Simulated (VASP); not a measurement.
# ZrH3 (P4mm) in VASP: single point with PBEsol

Aim: the single point of ZrH3 with PBEsol.

Program: VASP 6.6.1. These are calculated values, not measurements. Logs are shortened: lines on timing, memory, paths and dates and some standing lists are left out, and cuts for length are marked.

**1. The cell of the first run**

The structure is tetragonal, space group P4mm (No. 99). The conventional cell has a = 3.085 Å, b = 3.085 Å, c = 3.366 Å, α = 90.00°, β = 90.00°, γ = 90.00°. Zr (site symmetry 4mm) has 12 H at 2.19 to 2.34 Å within 2.9 Å. H (site symmetry 2mm) has 8 H at 2.18 to 2.36 Å and 4 Zr at 2.23 to 2.34 Å within 2.9 Å. Within 2.9 Å of H (site symmetry 4mm) lie 4 Zr at 2.19 Å and 8 H at 2.21 to 2.36 Å.

**2. Single point, PBEsol (strained and its atoms moved)**

INCAR reads:

```
ALGO = Normal ; EDIFF = 1E-6
ENCUT = 520 ; GGA = PS
ISIF = 2 ; ISMEAR = 0
LASPH = T ; LCHARG = F
LREAL = F ; LWAVE = F
NBANDS = 16 ; NELM = 60
PREC = Accurate ; SIGMA = 0.1
```

KPOINTS reads:

```
k-points
0
Gamma
  12 12 12
```

POSCAR reads:

```
ZrH3
1.0
    3.0850243814      0.0000000000      0.0000000000
    0.0000000000      3.3663678014      0.0000000000
    0.0000000000      0.0000000000      3.0850243814
Zr H
1 3
Direct
    0.0000000000     -0.0246128225      0.0000000000
    0.0000000000      0.4976697315      0.5000000000
    0.5000000000      0.0292733595      0.5000000000
    0.5000000000      0.4976697315      0.0000000000
```

Potentials or basis: VASP PAW PBE potentials, release 64 (Zr_sv, H).

Launch:

```console
cat potpaw_PBE.64/Zr_sv/POTCAR potpaw_PBE.64/H/POTCAR > POTCAR
mpirun -np 1 vasp_std > vasp.out
```

OUTCAR:

```text
EDIFF = 1E-6
   ENCUT = 520
   GGA = PS
   ISIF = 2
   ISMEAR = 0
   LASPH = T
   LREAL = F
   NELM = 60
   PREC = Accurate

 ion  position               nearest neighbor table
   1  0.000  0.975  0.000-   3 2.19   3 2.19   3 2.19   3 2.19   2 2.23   4 2.23   4 2.23   2 2.23
                             4 2.34   2 2.34   2 2.34   4 2.34
   2  0.000  0.498  0.500-   1 2.23   1 2.23   1 2.34   1 2.34
   3  0.500  0.029  0.500-   1 2.19   1 2.19   1 2.19   1 2.19
   4  0.500  0.498  0.000-   1 2.23   1 2.23   1 2.34   1 2.34

  LATTYP: Found a simple tetragonal cell.
 ALAT       =     3.0850243814
 C/A-ratio  =     1.0911964981

  Lattice vectors:

 A1 = (  -3.0850243814,   0.0000000000,   0.0000000000)
 A2 = (   0.0000000000,   0.0000000000,   3.0850243814)
 A3 = (   0.0000000000,   3.3663678014,   0.0000000000)

Analysis of symmetry for initial positions (statically):
=====================================================================
 Subroutine PRICEL returns:
 Original cell was already a primitive cell.

 Routine SETGRP: Setting up the symmetry group for a
 simple tetragonal supercell.

 Subroutine GETGRP returns: Found  8 space group operations
 (whereof  8 operations were pure point group operations)
 out of a pool of 16 trial point group operations.

The static configuration has the point symmetry C_4v.

Analysis of symmetry for dynamics (positions and initial velocities):
=====================================================================
 Subroutine PRICEL returns:
 Original cell was already a primitive cell.

 Routine SETGRP: Setting up the symmetry group for a
 simple tetragonal supercell.

 Subroutine GETGRP returns: Found  8 space group operations
 (whereof  8 operations were pure point group operations)
 out of a pool of 16 trial point group operations.

The dynamic configuration has the point symmetry C_4v.

 Subroutine INISYM returns: Found  8 space group operations
 (whereof  8 operations are pure point group operations),
 and found     1 'primitive' translations

----------------------------------------------------------------------------------------

                                     Primitive cell

  volume of cell :      32.0390

  direct lattice vectors                    reciprocal lattice vectors
     3.085024381  0.000000000  0.000000000     0.324146547  0.000000000  0.000000000
     0.000000000  3.366367801  0.000000000     0.000000000  0.297056073  0.000000000
     0.000000000  0.000000000  3.085024381     0.000000000  0.000000000  0.324146547

  length of vectors
     3.085024381  3.366367801  3.085024381     0.324146547  0.297056073  0.324146547

  position of ions in fractional coordinates (direct lattice)
     0.000000000  0.975387177  0.000000000
     0.000000000  0.497669731  0.500000000
     0.500000000  0.029273360  0.500000000
     0.500000000  0.497669731  0.000000000

  ion indices of the primitive-cell ions
   primitive index   ion index
                 1           1
                 2           2
                 3           3
                 4           4

----------------------------------------------------------------------------------------

 KPOINTS: k-points

Automatic generation of k-mesh.
 Grid dimensions read from file:
 generate k-points for:   12   12   12

 Generating k-lattice:

  Cartesian coordinates                     Fractional coordinates (reciprocal lattice)
     0.027012212  0.000000000  0.000000000     0.083333333  0.000000000  0.000000000
     0.000000000  0.024754673  0.000000000     0.000000000  0.083333333  0.000000000
     0.000000000  0.000000000  0.027012212     0.000000000  0.000000000  0.083333333

  Length of vectors
     0.027012212  0.024754673  0.027012212

  Shift w.r.t. Gamma in fractional coordinates (k-lattice)
     0.000000000  0.000000000  0.000000000

 Subroutine IBZKPT returns following result:
 ===========================================

 Found    196 irreducible k-points:

 Following reciprocal coordinates:
            Coordinates               Weight
  0.000000  0.000000  0.000000      1.000000
  0.083333  0.000000  0.000000      4.000000
  0.166667  0.000000  0.000000      4.000000
  0.250000  0.000000  0.000000      4.000000
  0.333333  0.000000  0.000000      4.000000
  0.416667  0.000000  0.000000      4.000000
[... 16 lines left out ...]
  0.083333  0.250000  0.000000      8.000000
  0.166667  0.250000  0.000000      8.000000
 [... further k-points ...]
   k-points           NKPTS =    196   k-points in BZ     NKDIM =    196   number of bands    NBANDS=     16
   number of dos      NEDOS =    301   number of ions     NIONS =      4
   total plane-waves  NPLWV =  16128
   dimension x,y,z NGX =    24 NGY =   28 NGZ =   24
   dimension x,y,z NGXF=    48 NGYF=   56 NGZF=   48
   ions per type =               1   3
   NGX,Y,Z   is equivalent  to a cutoff of  12.93, 13.83, 12.93 a.u.
   NGXF,Y,Z  is equivalent  to a cutoff of  25.87, 27.66, 25.87 a.u.
 SYSTEM =  unknown system
   PREC   = accura    normal or accurate (medium, high low for compatibility)
   ISTART =      0    job   : 0-new  1-cont  2-samecut
   ICHARG =      2    charge: 1-file 2-atom 10-const
   ISPIN  =      1    spin polarized calculation?
   LNONCOLLINEAR =      F non collinear calculations
   LSORBIT =      F    spin-orbit coupling
   LASPH  =      T    aspherical Exc in radial PAW
   ENCUT  =  520.0 eV  38.22 Ry    6.18 a.u.   5.74  6.26  5.74*2*pi/ulx,y,z
   NELM   =     60;   NELMIN=  2; NELMDL= -5     # of ELM steps
   EDIFF  = 0.1E-05   stopping-criterion for ELM
   LREAL  =      F    real-space projection
   EDIFFG = 0.1E-04   stopping-criterion for IOM
   NSW    =      0    number of steps for IOM
   IBRION =     -1    ionic relax: 0-MD 1-quasi-New 2-CG
   NFREE  =      0    steps in history (QN), initial steepest desc. (CG)
   ISIF   =      2    stress and relaxation
   ISYM   =      2    0-nonsym 1-usesym 2-fastsym
   POTIM  = 0.5000    time-step for ionic-motion
   TEBEG  =    0.0;   TEEND  =   0.0 temperature during run
   PSTRESS=    0.0 pullay stress
   NELECT =      15.0000    total number of electrons
   NUPDOWN=      -1.0000    fix difference up-down
   EMIN   =  10.00;   EMAX   =-10.00  energy-range for DOS
   EFERMI =   0.00;   METHOD = LEGACY
   ISMEAR =     0;   SIGMA  =   0.10  broadening in eV -4-tet -1-fermi 0-gaus
   EFERMI_NEDOS =   21; number of points for ismear=-14 and -15
   IALGO  =     38    algorithm
   IMIX   =      4    mixing-type and parameters
     AMIX     =   0.40;   BMIX     =  1.00
     AMIX_MAG =   1.60;   BMIX_MAG =  1.00
  volume/ion in A,a.u.               =       8.01        54.05
  Fermi-wavevector in a.u.,A,eV,Ry     =   1.271195  2.402211 21.986169  1.615938
  Thomas-Fermi vector in A             =   2.404142
   LORBIT       =      0    0 simple, 1 ext, 2 COOP (PROOUT), +10 PAW based schemes
   GGA     = PS    functional components
   LHFCALC =     F    Hartree Fock is set to
   AEXX    =    0.0000 exact exchange contribution
   IVDW    =     0    specifies the selected vdW correction
   LEPSILON=     F    determine dielectric tensor
   LRPA    =     F    only Hartree local field effects (RPA)
 non-spin polarized calculation
 Gauss-broadening in eV      SIGMA  =   0.10
  energy-cutoff  :      520.00
  volume of cell :       32.04
 maximum number of plane-waves:       896
 NGX is ok and might be reduce to    24
   NGX = 11   NGY = 13   NGZ = 11

 number of electron      15.0000001 magnetization

 Free energy of the ion-electron system (eV)
  ---------------------------------------------------
  ext. energy  EPLUGINS =         0.00000000
  ---------------------------------------------------
  free energy    TOTEN  =       -20.17989886 eV

  energy without entropy =      -20.17494216  energy(sigma->0) =      -20.17742051

 E-fermi :   7.2354     XC(G=0): -11.0995

 val. band max:        7.2259947489   @ k =   0.2500   0.3333   0.1667
 cond. band min:       7.2385452923   @ k =   0.2500   0.2500   0.0833
 fundamental gap:      0.0125505434
 Fermi energy:         7.2353941789

 k-point     1 :       0.0000    0.0000    0.0000
  band No.  band energies     occupation
      1     -42.0288      2.00000
      2     -19.9589      2.00000
      3     -19.7092      2.00000
      4     -19.7092      2.00000
      5      -2.6538      2.00000
      6       2.8157      2.00000
[... 8 lines left out ...]
     15      15.9257      0.00000
     16      19.8392      0.00000

 k-point     2 :       0.0833    0.0000    0.0000
  band No.  band energies     occupation
      1     -42.0235      2.00000
      2     -19.9536      2.00000
      3     -19.7669      2.00000
      4     -19.7044      2.00000
      5      -2.5176      2.00000
      6       2.9067      2.00000
[... 8 lines left out ...]
     15      16.2922      0.00000
     16      20.6474      0.00000

 k-point     3 :       0.1667    0.0000    0.0000
  band No.  band energies     occupation
      1     -42.0093      2.00000
      2     -19.9392      2.00000
      3     -19.9216      2.00000
      4     -19.6912      2.00000
      5      -2.1256      2.00000
      6       3.1463      2.00000
[... 8 lines left out ...]
     15      17.1405      0.00000
     16      22.4567      0.00000

 k-point     4 :       0.2500    0.0000    0.0000
  band No.  band energies     occupation
      1     -41.9897      2.00000
      2     -20.1267      2.00000
      3     -19.9194      2.00000
      4     -19.6730      2.00000
      5      -1.5181      2.00000
      6       3.2906      2.00000
[... 8 lines left out ...]
     15      18.1372      0.00000
     16      23.6550      0.00000
[... 324 lines left out ...]
 k-point    22 :       0.0000    0.2500    0.0000
  band No.  band energies     occupation
      1     -42.0142      2.00000
      2     -20.1648      2.00000
      3     -19.6945      2.00000
      4     -19.6945      2.00000
      5      -1.7035      2.00000
      6       2.4453      2.00000
[... 8 lines left out ...]
     15      17.8272      0.00000
     16      22.7678      0.00000

 k-point    23 :       0.0833    0.2500    0.0000
  band No.  band energies     occupation
      1     -42.0090      2.00000
      2     -20.1580      2.00000
      3     -19.7505      2.00000
      4     -19.6897      2.00000
      5      -1.5822      2.00000
      6       2.5324      2.00000
[... 8 lines left out ...]
     15      18.2509      0.00000
     16      22.4156      0.00000

 k-point    24 :       0.1667    0.2500    0.0000
  band No.  band energies     occupation
      1     -41.9949      2.00000
      2     -20.1395      2.00000
      3     -19.9009      2.00000
      4     -19.6767      2.00000
      5      -1.2382      2.00000
      6       2.7827      2.00000
[... 8 lines left out ...]
     15      19.0862      0.00000
     16      21.9883      0.00000

 [... further k-points ...]
[... 5 lines left out ...]
  --------------------------------------------------------------------------------------
  -------------------------------------------------------------------------------------
  Total       -0.6776029     -4.0436108     -0.6776029      0.0000000     -0.0000000      0.0000000
  in kB      -33.8849680   -202.2093172    -33.8849680      0.0000000     -0.0000000      0.0000000
  external PRESSURE =     -89.9930844 kB  Pullay stress =       0.0000000 kB

 VOLUME and BASIS-vectors are now :
 -----------------------------------------------------------------------------
  energy-cutoff  :      520.00
  volume of cell :       32.04
      direct lattice vectors                 reciprocal lattice vectors
     3.085024381  0.000000000  0.000000000     0.324146547  0.000000000  0.000000000
     0.000000000  3.366367801  0.000000000     0.000000000  0.297056073  0.000000000
     0.000000000  0.000000000  3.085024381     0.000000000  0.000000000  0.324146547

 POSITION                                       TOTAL-FORCE (eV/Angst)
 -----------------------------------------------------------------------------------
      0.00000      3.28351      0.00000         0.000000      0.185415      0.000000
      0.00000      1.67534      1.54251         0.000000      0.053617     -0.000000
      1.54251      0.09854      1.54251         0.000000     -0.292649     -0.000000
      1.54251      1.67534      0.00000         0.000000      0.053617     -0.000000
 -----------------------------------------------------------------------------------
    total drift:                               -0.000000     -0.000032     -0.000000

  FREE ENERGIE OF THE ION-ELECTRON SYSTEM (eV)
  ---------------------------------------------------
  free  energy   TOTEN  =       -20.1798988579 eV

  energy  without entropy=      -20.1749421588  energy(sigma->0) =      -20.17742051
```

Wall time 66 s (1 thread of Intel Xeon Platinum 8375C at 2.90GHz (Ice Lake), shared host); peak memory 0.21 GiB.

What came out:

* Free energy: -20.1799 eV
* Pressure: -9.0 GPa
* Largest force: 0.293 eV/Å

Forces on the atoms (eV/Å):
```
Zr   0.000  0.185  0.000
H    0.000  0.054  0.000
H    0.000 -0.293  0.000
H    0.000  0.054  0.000
```

Stress tensor (GPa, compression positive):
```
 -3.39   0.00   0.00
  0.00 -20.22   0.00
  0.00   0.00  -3.39
```

Caveat: the cell differs from its parent crystal (strained and its atoms moved); the PAW data sets were made with another functional, which shifts forces and pressure a little.
